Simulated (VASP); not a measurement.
# HfN (Fm-3m) in VASP: a series of runs

The runs below take HfN through electric field gradients, with PBEsol.

Everything below comes from runs of VASP 6.6.1. Logs are shortened: lines on timing, memory, paths and dates and some standing lists are left out, and cuts for length are marked.

### 1 The cell of the first run

It takes space group Fm-3m (No. 225, cubic). Conventional cell: a = 4.503 Å, b = 4.503 Å, c = 4.503 Å, α = 90.00°, β = 90.00°, γ = 90.00°. Within 3.0 Å of Hf (site symmetry m-3m) lie 6 N at 2.25 Å. Within 3.0 Å of N (site symmetry m-3m) lie 6 Hf at 2.25 Å.

### 2 Electric field gradients, PBEsol (volume scaled by 0.99)

File INCAR:

```
PREC = Accurate ; ENCUT = 520
EDIFF = 1E-8 ; ISMEAR = -1
SIGMA = 0.01 ; LREAL = F
LASPH = T ; NELM = 120
ALGO = Normal ; ISIF = 2
LWAVE = F ; LCHARG = F
GGA = PS ; LEFG = T
NBANDS = 14 ; GGA_COMPAT = F
```

File KPOINTS:

```
regular mesh
0
Gamma
  10 10 10
```

File POSCAR:

```
HfN
1.0
    0.0000000000      2.2514447596      2.2514447596
    2.2514447596      0.0000000000      2.2514447596
    2.2514447596      2.2514447596      0.0000000000
Hf N
1 1
Direct
    0.0000000000      0.0000000000      0.0000000000
    0.5000000000      0.5000000000      0.5000000000
```

Potentials or basis: VASP PAW PBE potentials, release 64 (Hf_pv, N).

The run is started by

```sh
$ cat potpaw_PBE.64/Hf_pv/POTCAR potpaw_PBE.64/N/POTCAR > POTCAR
$ mpirun -np 1 vasp_std > vasp.out
```

OUTCAR:

```text
PREC = Accurate
   ENCUT = 520
   EDIFF = 1E-8
   ISMEAR = -1
   LREAL = F
   LASPH = T
   NELM = 120
   ISIF = 2
   GGA = PS

 ion  position               nearest neighbor table
   1  0.000  0.000  0.000-   2 2.25   2 2.25   2 2.25   2 2.25   2 2.25   2 2.25
   2  0.500  0.500  0.500-   1 2.25   1 2.25   1 2.25   1 2.25   1 2.25   1 2.25

  LATTYP: Found a face centered cubic cell.
 ALAT       =     4.5028895192

  Lattice vectors:

 A1 = (   0.0000000000,   2.2514447596,   2.2514447596)
 A2 = (   2.2514447596,   0.0000000000,   2.2514447596)
 A3 = (   2.2514447596,   2.2514447596,   0.0000000000)

Analysis of symmetry for initial positions (statically):
=====================================================================
 Subroutine PRICEL returns:
 Original cell was already a primitive cell.

 Routine SETGRP: Setting up the symmetry group for a
 face centered cubic supercell.

 Subroutine GETGRP returns: Found 48 space group operations
 (whereof 48 operations were pure point group operations)
 out of a pool of 48 trial point group operations.

The static configuration has the point symmetry O_h .

Analysis of symmetry for dynamics (positions and initial velocities):
=====================================================================
 Subroutine PRICEL returns:
 Original cell was already a primitive cell.

 Routine SETGRP: Setting up the symmetry group for a
 face centered cubic supercell.

 Subroutine GETGRP returns: Found 48 space group operations
 (whereof 48 operations were pure point group operations)
 out of a pool of 48 trial point group operations.

The dynamic configuration has the point symmetry O_h .

 Subroutine INISYM returns: Found 48 space group operations
 (whereof 48 operations are pure point group operations),
 and found     1 'primitive' translations

----------------------------------------------------------------------------------------

                                     Primitive cell

  volume of cell :      22.8252

  direct lattice vectors                    reciprocal lattice vectors
     0.000000000  2.251444760  2.251444760    -0.222079621  0.222079621  0.222079621
     2.251444760  0.000000000  2.251444760     0.222079621 -0.222079621  0.222079621
     2.251444760  2.251444760  0.000000000     0.222079621  0.222079621 -0.222079621

  length of vectors
     3.184023714  3.184023714  3.184023714     0.384653188  0.384653188  0.384653188

  position of ions in fractional coordinates (direct lattice)
     0.000000000  0.000000000  0.000000000
     0.500000000  0.500000000  0.500000000

  ion indices of the primitive-cell ions
   primitive index   ion index
                 1           1
                 2           2

----------------------------------------------------------------------------------------

 KPOINTS: regular mesh

Automatic generation of k-mesh.
 Grid dimensions read from file:
 generate k-points for:   10   10   10

 Generating k-lattice:

  Cartesian coordinates                     Fractional coordinates (reciprocal lattice)
    -0.022207962  0.022207962  0.022207962     0.100000000  0.000000000  0.000000000
     0.022207962 -0.022207962  0.022207962     0.000000000  0.100000000  0.000000000
     0.022207962  0.022207962 -0.022207962     0.000000000  0.000000000  0.100000000

  Length of vectors
     0.038465319  0.038465319  0.038465319

  Shift w.r.t. Gamma in fractional coordinates (k-lattice)
     0.000000000  0.000000000  0.000000000

 Subroutine IBZKPT returns following result:
 ===========================================

 Found     47 irreducible k-points:

 Following reciprocal coordinates:
            Coordinates               Weight
  0.000000  0.000000  0.000000      1.000000
  0.100000  0.000000  0.000000      8.000000
  0.200000  0.000000  0.000000      8.000000
  0.300000  0.000000  0.000000      8.000000
  0.400000  0.000000  0.000000      8.000000
  0.500000  0.000000  0.000000      4.000000
[... 16 lines left out ...]
  0.300000  0.300000  0.000000      6.000000
  0.400000  0.300000  0.000000     24.000000
 [... further k-points ...]
   k-points           NKPTS =     47   k-points in BZ     NKDIM =     47   number of bands    NBANDS=     14
   number of dos      NEDOS =    301   number of ions     NIONS =      2
   total plane-waves  NPLWV =  13824
   dimension x,y,z NGX =    24 NGY =   24 NGZ =   24
   dimension x,y,z NGXF=    48 NGYF=   48 NGZF=   48
   ions per type =               1   1
   NGX,Y,Z   is equivalent  to a cutoff of  12.53, 12.53, 12.53 a.u.
   NGXF,Y,Z  is equivalent  to a cutoff of  25.06, 25.06, 25.06 a.u.
 SYSTEM =  unknown system
   PREC   = accura    normal or accurate (medium, high low for compatibility)
   ISTART =      0    job   : 0-new  1-cont  2-samecut
   ICHARG =      2    charge: 1-file 2-atom 10-const
   ISPIN  =      1    spin polarized calculation?
   LNONCOLLINEAR =      F non collinear calculations
   LSORBIT =      F    spin-orbit coupling
   LASPH  =      T    aspherical Exc in radial PAW
   ENCUT  =  520.0 eV  38.22 Ry    6.18 a.u.   5.92  5.92  5.92*2*pi/ulx,y,z
   NELM   =    120;   NELMIN=  2; NELMDL= -5     # of ELM steps
   EDIFF  = 0.1E-07   stopping-criterion for ELM
   LREAL  =      F    real-space projection
   EDIFFG = 0.1E-06   stopping-criterion for IOM
   NSW    =      0    number of steps for IOM
   IBRION =     -1    ionic relax: 0-MD 1-quasi-New 2-CG
   NFREE  =      0    steps in history (QN), initial steepest desc. (CG)
   ISIF   =      2    stress and relaxation
   ISYM   =      2    0-nonsym 1-usesym 2-fastsym
   POTIM  = 0.5000    time-step for ionic-motion
   TEBEG  =    0.0;   TEEND  =   0.0 temperature during run
   PSTRESS=    0.0 pullay stress
   NELECT =      15.0000    total number of electrons
   NUPDOWN=      -1.0000    fix difference up-down
   EMIN   =  10.00;   EMAX   =-10.00  energy-range for DOS
   EFERMI =   0.00;   METHOD = LEGACY
   ISMEAR =    -1;   SIGMA  =   0.01  broadening in eV -4-tet -1-fermi 0-gaus
   EFERMI_NEDOS =   21; number of points for ismear=-14 and -15
   IALGO  =     38    algorithm
   IMIX   =      4    mixing-type and parameters
     AMIX     =   0.40;   BMIX     =  1.00
     AMIX_MAG =   1.60;   BMIX_MAG =  1.00
  volume/ion in A,a.u.               =      11.41        77.02
  Fermi-wavevector in a.u.,A,eV,Ry     =   1.423314  2.689673 27.562979  2.025822
  Thomas-Fermi vector in A             =   2.543924
   LORBIT       =      0    0 simple, 1 ext, 2 COOP (PROOUT), +10 PAW based schemes
   GGA     = PS    functional components
   LHFCALC =     F    Hartree Fock is set to
   AEXX    =    0.0000 exact exchange contribution
   IVDW    =     0    specifies the selected vdW correction
   LEPSILON=     F    determine dielectric tensor
   LRPA    =     F    only Hartree local field effects (RPA)
 non-spin polarized calculation
  energy-cutoff  :      520.00
  volume of cell :       22.83
 maximum number of plane-waves:       636
   NGX = 11   NGY = 11   NGZ = 11

 number of electron      15.0000001 magnetization

 Free energy of the ion-electron system (eV)
  ---------------------------------------------------
  ext. energy  EPLUGINS =         0.00000000
  ---------------------------------------------------
  free energy    TOTEN  =       -22.98465204 eV

  energy without entropy =      -22.98447589  energy(sigma->0) =      -22.98456396

 E-fermi :   8.3174     XC(G=0): -12.9464

 val. band max:        8.2752749392   @ k =  -0.4000   0.3000   0.0000
 cond. band min:       8.3323827550   @ k =  -0.1000   0.1000   0.0000
 fundamental gap:      0.0571078158
 Fermi energy:         8.3174261598

 k-point     1 :       0.0000    0.0000    0.0000
  band No.  band energies     occupation
      1     -22.7270      2.00000
      2     -22.7270      2.00000
      3     -22.7270      2.00000
      4      -9.2148      2.00000
      5       5.2863      2.00000
      6       5.2863      2.00000
      7       5.2863      2.00000
      8       7.9133      2.00000
      9       7.9133      2.00000
     10       7.9133      2.00000
     11      10.1942      0.00000
     12      10.2587      0.00000
     13      10.2587      0.00000
     14      17.8516      0.00000
[... 375 lines left out ...]
 k-point    24 :       0.4000    0.3000    0.0000
  band No.  band energies     occupation
      1     -23.4348      2.00000
      2     -23.0039      2.00000
      3     -22.9733      2.00000
      4      -7.7760      2.00000
      5       1.6644      2.00000
      6       3.6617      2.00000
      7       4.1675      2.00000
      8       5.7785      2.00000
      9      12.4194      0.00000
     10      12.9504      0.00000
     11      13.1171      0.00000
     12      13.1961      0.00000
     13      17.5680      0.00000
     14      19.6878      0.00000

 [... further k-points ...]
[... 5 lines left out ...]
  --------------------------------------------------------------------------------------
  -------------------------------------------------------------------------------------
  Total       -0.3413735     -0.3413735     -0.3413735      0.0000000      0.0000000      0.0000000
  in kB      -23.9621893    -23.9621893    -23.9621893      0.0000000      0.0000000      0.0000000
  external PRESSURE =     -23.9621893 kB  Pullay stress =       0.0000000 kB

 VOLUME and BASIS-vectors are now :
 -----------------------------------------------------------------------------
  energy-cutoff  :      520.00
  volume of cell :       22.83
      direct lattice vectors                 reciprocal lattice vectors
     0.000000000  2.251444760  2.251444760    -0.222079621  0.222079621  0.222079621
     2.251444760  0.000000000  2.251444760     0.222079621 -0.222079621  0.222079621
     2.251444760  2.251444760  0.000000000     0.222079621  0.222079621 -0.222079621

 POSITION                                       TOTAL-FORCE (eV/Angst)
 -----------------------------------------------------------------------------------
      0.00000      0.00000      0.00000         0.000000      0.000000      0.000000
      2.25144      2.25144      2.25144        -0.000000      0.000000     -0.000000
 -----------------------------------------------------------------------------------
    total drift:                                0.000000     -0.000000     -0.000000

  FREE ENERGIE OF THE ION-ELECTRON SYSTEM (eV)
  ---------------------------------------------------
  free  energy   TOTEN  =       -22.9846520364 eV

  energy  without entropy=      -22.9844758908  energy(sigma->0) =      -22.98456396

 Electric field gradients (V/A^2)
---------------------------------------------------------------------
 ion       V_xx      V_yy      V_zz      V_xy      V_xz      V_yz
---------------------------------------------------------------------
   1      -0.000     0.000    -0.000    -0.000    -0.000    -0.000
   2      -0.000     0.000     0.000     0.001     0.001     0.001
---------------------------------------------------------------------

 Electric field gradients after diagonalization (V/A^2)
 (convention: |V_zz| > |V_xx| > |V_yy|)
----------------------------------------------------------------------
 ion       V_xx      V_yy      V_zz     asymmetry (V_yy - V_xx)/ V_zz
----------------------------------------------------------------------
   1       0.000     0.000    -0.001       0.000
   2      -0.001    -0.001     0.002       0.000
----------------------------------------------------------------------

           NMR quadrupolar parameters

 Cq : quadrupolar parameter    Cq=e*Q*V_zz/h
 eta: asymmetry parameters     (V_yy - V_xx)/ V_zz
 Q  : nuclear electric quadrupole moment in mb (millibarn)
----------------------------------------------------------------------
 ion       Cq(MHz)       eta       Q (mb)
----------------------------------------------------------------------
   1      -0.000       0.000       1.000
   2       0.000       0.000       1.000
----------------------------------------------------------------------
```

It took 24 s on 1 thread of Intel Xeon 8259CL, shared host; peak memory 0.15 GiB.

Results:

| Property | Result |
| --- | --- |
| Free energy | -22.9847 eV |
| Pressure | -2.4 GPa |

Caveat: without QUAD_EFG the Cq values of the log hold for a quadrupole moment of 1 mb, not for the nuclei; the PAW data sets were made with another functional, which shifts forces and pressure a little; spin-orbit coupling is left out, which moves the levels of the heavy elements.

### 3 Electric field gradients, PBEsol (volume scaled by 1.02)

File INCAR:

```
ALGO     = Normal         # electronic algorithm
EDIFF    = 1E-8           # SCF threshold, eV
ENCUT    = 520            # plane-wave cutoff, eV
GGA      = PS             # functional
GGA_COMPAT= False        
ISIF     = 2              # what is computed and relaxed
ISMEAR   = -1             # smearing method
LASPH    = True           # aspherical terms in the spheres
LCHARG   = False          # write CHGCAR
LEFG     = True         
LREAL    = False          # projectors in reciprocal space
LWAVE    = False          # write WAVECAR
NBANDS   = 14             # bands
NELM     = 120            # most SCF steps
PREC     = Accurate       # precision mode
SIGMA    = 0.01           # smearing width, eV
```

File KPOINTS:

```
k-points
0
Gamma
  10 10 10
```

File POSCAR:

```
HfN
1.0
    0.0000000000      2.2739607009      2.2739607009
    2.2739607009      0.0000000000      2.2739607009
    2.2739607009      2.2739607009      0.0000000000
Hf N
1 1
Direct
    0.0000000000      0.0000000000      0.0000000000
    0.5000000000      0.5000000000      0.5000000000
```

Potentials or basis: VASP PAW PBE potentials, release 64 (Hf_pv, N).

The run is started by

```sh
$ cat potpaw_PBE.64/Hf_pv/POTCAR potpaw_PBE.64/N/POTCAR > POTCAR
$ mpirun -np 1 vasp_std > vasp.out
```

OUTCAR:

```text
EDIFF = 1E-8
   ENCUT = 520
   GGA = PS
   ISIF = 2
   ISMEAR = -1
   LASPH = True
   LREAL = False
   NELM = 120
   PREC = Accurate

 ion  position               nearest neighbor table
   1  0.000  0.000  0.000-   2 2.27   2 2.27   2 2.27   2 2.27   2 2.27   2 2.27
   2  0.500  0.500  0.500-   1 2.27   1 2.27   1 2.27   1 2.27   1 2.27   1 2.27

  LATTYP: Found a face centered cubic cell.
 ALAT       =     4.5479214018

  Lattice vectors:

 A1 = (   0.0000000000,   2.2739607009,   2.2739607009)
 A2 = (   2.2739607009,   0.0000000000,   2.2739607009)
 A3 = (   2.2739607009,   2.2739607009,   0.0000000000)

Analysis of symmetry for initial positions (statically):
[... 617 lines left out ...]
  free  energy   TOTEN  =       -22.9573334516 eV

  energy  without entropy=      -22.9571663828  energy(sigma->0) =      -22.95724992

 Electric field gradients (V/A^2)
---------------------------------------------------------------------
 ion       V_xx      V_yy      V_zz      V_xy      V_xz      V_yz
---------------------------------------------------------------------
   1       0.000    -0.000    -0.000    -0.000    -0.000    -0.000
   2       0.000     0.000    -0.000     0.001     0.001     0.001
---------------------------------------------------------------------

 Electric field gradients after diagonalization (V/A^2)
 (convention: |V_zz| > |V_xx| > |V_yy|)
----------------------------------------------------------------------
 ion       V_xx      V_yy      V_zz     asymmetry (V_yy - V_xx)/ V_zz
----------------------------------------------------------------------
   1       0.000     0.000    -0.001       0.000
   2      -0.001    -0.001     0.003       0.000
----------------------------------------------------------------------

           NMR quadrupolar parameters

 Cq : quadrupolar parameter    Cq=e*Q*V_zz/h
 eta: asymmetry parameters     (V_yy - V_xx)/ V_zz
 Q  : nuclear electric quadrupole moment in mb (millibarn)
----------------------------------------------------------------------
 ion       Cq(MHz)       eta       Q (mb)
----------------------------------------------------------------------
   1      -0.000       0.000       1.000
   2       0.000       0.000       1.000
----------------------------------------------------------------------
```

OSZICAR:

```text
N       E                     dE             d eps       ncg     rms          rms(c)
DAV:   1     0.356018988939E+02    0.35602E+02   -0.78202E+03  1316   0.101E+03
DAV:   2    -0.237946624919E+02   -0.59397E+02   -0.55715E+02  1760   0.232E+02
DAV:   3    -0.256866993157E+02   -0.18920E+01   -0.18859E+01  1490   0.343E+01
DAV:   4    -0.256942178822E+02   -0.75186E-02   -0.75168E-02  1574   0.249E+00
DAV:   5    -0.256942675425E+02   -0.49660E-04   -0.49660E-04  1492   0.166E-01    0.483E+01
DAV:   6    -0.230913513505E+02    0.26029E+01   -0.73202E+00  1448   0.207E+01    0.407E+01
DAV:   7    -0.229916506127E+02    0.99701E-01   -0.45176E-01  1634   0.585E+00    0.255E+01
DAV:   8    -0.229633363341E+02    0.28314E-01   -0.12210E-01  1496   0.292E+00    0.536E+00
DAV:   9    -0.229574690658E+02    0.58673E-02   -0.15800E-02  1496   0.997E-01    0.198E+00
DAV:  10    -0.229573678759E+02    0.10119E-03   -0.99363E-04  1694   0.293E-01    0.477E-01
DAV:  11    -0.229573350039E+02    0.32872E-04   -0.69903E-05  1640   0.816E-02    0.902E-02
DAV:  12    -0.229573336081E+02    0.13958E-05   -0.72691E-06  1684   0.226E-02    0.150E-02
DAV:  13    -0.229573334812E+02    0.12690E-06   -0.12882E-07  1562   0.357E-03    0.322E-03
DAV:  14    -0.229573334333E+02    0.47894E-07   -0.10777E-08  1158   0.874E-04    0.255E-03
DAV:  15    -0.229573334493E+02   -0.15982E-07   -0.16651E-09   874   0.398E-04    0.167E-04
DAV:  16    -0.229573334516E+02   -0.22412E-08   -0.22641E-10   766   0.128E-04
   1 F= -.22957333E+02 E0= -.22957250E+02  d E =-.167069E-03
```

stdout:

```text
POSCAR found type information on POSCAR HfN
 POSCAR found :  2 types and       2 ions
 scaLAPACK will be used
 -----------------------------------------------------------------------------
|                                                                             |
|                                                                             |
|     You enforced a specific xc type in the INCAR file but a different       |
|     I HOPE YOU KNOW WHAT YOU ARE DOING!                                     |
|                                                                             |
 -----------------------------------------------------------------------------

 LDA part: xc-table for (Slater+PW92), standard interpolation
 POSCAR, INCAR and KPOINTS ok, starting setup
 FFT: planning ... GRIDC
 FFT: planning ... GRID_SOFT
 FFT: planning ... GRID
 WAVECAR not read
 entering main loop
ion   1

ion   2
```

It took 23 s on 1 thread of Intel Xeon 8259CL, shared host; peak memory 0.15 GiB.

Results:

- Free energy: -22.9573 eV
- Pressure: -10.3 GPa

Caveat: without QUAD_EFG the Cq values of the log hold for a quadrupole moment of 1 mb, not for the nuclei; the PAW data sets were made with another functional, which shifts forces and pressure a little; spin-orbit coupling is left out, which moves the levels of the heavy elements.
